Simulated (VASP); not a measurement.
## Ir: single point with r2SCAN

Ir:

```xyz
1
Lattice="-1.5232 1.5232 1.5232 1.5232 -1.5232 1.5232 1.5232 1.5232 -1.5232" Properties=species:S:1:pos:R:3 pbc="T T T"
Ir    0.0000    0.0000    0.0000
```

This isn't the form of Ir at room conditions, which is fcc.

```json
{
  "Program": "VASP 6.6.1",
  "Task": "single point",
  "Functional": "r2SCAN",
  "Potentials or basis": "VASP PAW PBE potentials, release 64 (Ir_sv_GW)",
  "Cutoff": "620 eV",
  "k mesh": "16 × 16 × 16",
  "Occupations": "fermi-dirac, width 0.1 eV",
  "Spin": "no spin polarisation",
  "Dipole correction": "no",
  "Further INCAR settings": "ALGO = Normal; EDIFF = 1e-06; NBANDS = 14"
}
```

| Item | Value |
| --- | --- |
| Pressure | 14.3 GPa |
| Band gap on the k mesh | zero (an odd number of electrons rules out a gap without spin polarisation) |

Levels at points of the mesh, in eV from the Fermi level:
| k point | band 6 | band 7 | band 8 | band 9 | band 10 | band 11 |
| --- | --- | --- | --- | --- | --- | --- |
| (0.00, 0.00, 0.00) | -3.84 | -3.84 | -3.84 | -0.60 | -0.60 | 17.06 |
| (0.50, 0.00, 0.00) | -5.82 | -0.75 | -0.04 | -0.04 | 2.49 | 8.80 |
| (0.50, 0.50, 0.50) | -7.61 | 1.72 | 1.72 | 1.72 | 8.40 | 8.40 |

Wall time 93 s on 1 thread of Intel(R) Xeon(R) Platinum 8259CL CPU @ 2.50GHz (Skylake/Cascade Lake), on a shared host, peak memory 0.18 GiB.

Caveat: the cell stands under pressure; the PAW data sets were made with another functional, which shifts forces and pressure a little; spin-orbit coupling is left out, which moves the levels of the heavy elements.
